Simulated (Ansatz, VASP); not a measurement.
## Two plane-wave programs on Cu

```
CELL_PARAMETERS angstrom
0.00000 1.75934 1.75934
1.75934 0.00000 1.75934
1.75934 1.75934 0.00000
ATOMIC_POSITIONS crystal
Cu 0.00000 0.00000 0.00000
```

Alike in both runs: functional LDA; k mesh 18 × 18 × 18; occupations gaussian, width 0.1 eV; no spin polarisation.

Ansatz relaxed the structure, and its values are those at the end. VASP's run is a single point on that final structure, the one shown.

```csv
,VASP,Ansatz
version,VASP 6.6.1,Ansatz 0.2.0
potentials or method,"VASP PAW LDA potentials, release 64 (Cu)","scalar-relativistic, plane waves, PAW"
plane-wave cutoff (eV),520,420
valence electrons in the cell,11,19
```

|  | VASP | Ansatz | Ansatz less VASP |
| --- | --- | --- | --- |
| pressure (GPa) | 0.9 | 0.0 | -0.85 |

LDA's correlation is that of Perdew and Zunger in VASP and of Perdew and Wang (1992) in Ansatz. VASP's potentials hold 11 valence electrons a cell and Ansatz's 19, so a difference there can come from the potentials and not from the codes.
